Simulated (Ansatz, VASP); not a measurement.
# Two plane-wave programs on Rb

The input INCAR:

```
PREC = Accurate
ENCUT = 520
EDIFF = 1E-7
ISMEAR = 0
SIGMA = 0.15
LREAL = False
LASPH = True
NELM = 100
ALGO = Normal
ISIF = 2
LWAVE = False
LCHARG = False
GGA = PE
IVDW = 12
NBANDS = 16
```

Contents of KPOINTS:

```
Automatic mesh
0
Gamma
  12 12 6
```

The input POSCAR:

```
Rb
1.0
    2.4740083059     -4.3297492603      0.0000000000
    2.4740083059      4.3297492603      0.0000000000
    0.0000000000      0.0000000000      8.0428646989
Rb
2
Direct
    0.8359965595      0.1640034405      0.7500000000
    0.1640034405      0.8359965595      0.2500000000
```

Input for Ansatz:

```yaml
crystal:
  lattice:
    - [2.4740083059, -4.3297492603, 0.0]
    - [2.4740083059, 4.3297492603, 0.0]
    - [0.0, 0.0, 8.0428646989]
  atoms:
    - { symbol: Rb, position: [0.8359965595, 0.1640034405, 0.75] }
    - { symbol: Rb, position: [0.1640034405, 0.8359965595, 0.25] }
basis:
  ecutwfc: 420
kpoints:
  mp_grid: { grid: [12, 12, 6] }
hamiltonian:
  xc: pbe
  dispersion: d3bj
scf:
  occupations: { method: gaussian, width: 0.15 }
output:
  forces: true
  stress: true
  eigenvalues: true
```

Alike in both runs: task single point; functional PBE; dispersion D3(BJ); k mesh 12 × 12 × 6; occupations gaussian, width 0.15 eV; no spin polarisation.

|  | VASP | Ansatz |
| --- | --- | --- |
| version | VASP 6.6.1 | Ansatz 0.2.0 |
| potentials or method | VASP PAW PBE potentials, release 64 (Rb_sv), cutoff 520 eV | scalar-relativistic, plane waves, PAW |
| valence electrons in the cell | 18 | 18 |

```csv
,VASP,Ansatz,Ansatz less VASP
gap on the k mesh at the Fermi level (eV),none,none,-
pressure (GPa),0.0,0.0,0.00
```

A gap of «none» marks a metal or a gap that the smearing closes.
